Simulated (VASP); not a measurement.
Set up this calculation in VASP 6.6.1, as the native input.

* Task: single point
* Functional: r2SCAN
* Potentials or basis: VASP PAW PBE potentials, release 64 (Sr_sv)
* Cutoff: 520 eV
* k mesh: 10 × 10 × 5
* Occupations: fermi-dirac, width 0.1 eV
* Spin: no spin polarisation
* Dipole correction: no
* Further INCAR settings: ALGO = Normal; EDIFF = 1e-06; NBANDS = 17

Sr:

```
CELL_PARAMETERS angstrom
4.31333 0.00000 0.00000
-2.15667 3.73546 0.00000
0.00000 0.00000 7.10173
ATOMIC_POSITIONS crystal
Sr 0.33333 0.66667 0.25000
Sr 0.66667 0.33333 0.75000
```

One way to write it, as run:

POSCAR

```
Sr
1.0
    4.3133333672      0.0000000000      0.0000000000
   -2.1566666836      3.7354562710      0.0000000000
    0.0000000000      0.0000000000      7.1017347184
Sr
2
Direct
    0.3333333333      0.6666666667      0.2500000000
    0.6666666667      0.3333333333      0.7500000000
```

INCAR.step1

```
PREC = Accurate ; ENCUT = 520
ISMEAR = -1 ; SIGMA = 0.1
LREAL = False ; LASPH = True
NELM = 80 ; NBANDS = 17
GGA = PE ; ALGO = Normal
EDIFF = 1E-4 ; LWAVE = True
LCHARG = False
```

INCAR.step2

```
PREC = Accurate ; ENCUT = 520
EDIFF = 1E-6 ; ISMEAR = -1
SIGMA = 0.1 ; LREAL = False
LASPH = True ; NELM = 80
ALGO = Normal ; ISIF = 2
LWAVE = False ; LCHARG = True
METAGGA = R2SCAN ; LMIXTAU = True
LELF = True ; LVHAR = True
NBANDS = 17 ; ISTART = 1
```

KPOINTS

```
regular mesh
0
Gamma
  10 10 5
```

Potentials or basis: VASP PAW PBE potentials, release 64 (Sr_sv).

Run with:

```sh
$ cat potpaw_PBE.64/Sr_sv/POTCAR > POTCAR
$ cp INCAR.step1 INCAR
$ mpirun -np 1 vasp_std > vasp.out
$ cp INCAR.step2 INCAR
$ mpirun -np 1 vasp_std > vasp.out
```

Results of the run:

```yaml
Pressure: 0.0 GPa
Band_gap_on_the_k_mesh: zero (band 10 reaches 1.63 eV, above the bottom of band 11 at 1.35 eV)
```

Caveat: the PAW data sets were made with another functional, which shifts forces and pressure a little.

Run time: 5 min on 1 thread of Intel(R) Xeon(R) Platinum 8259CL CPU @ 2.50GHz (Skylake/Cascade Lake), on a shared host, peak memory 0.27 GiB.
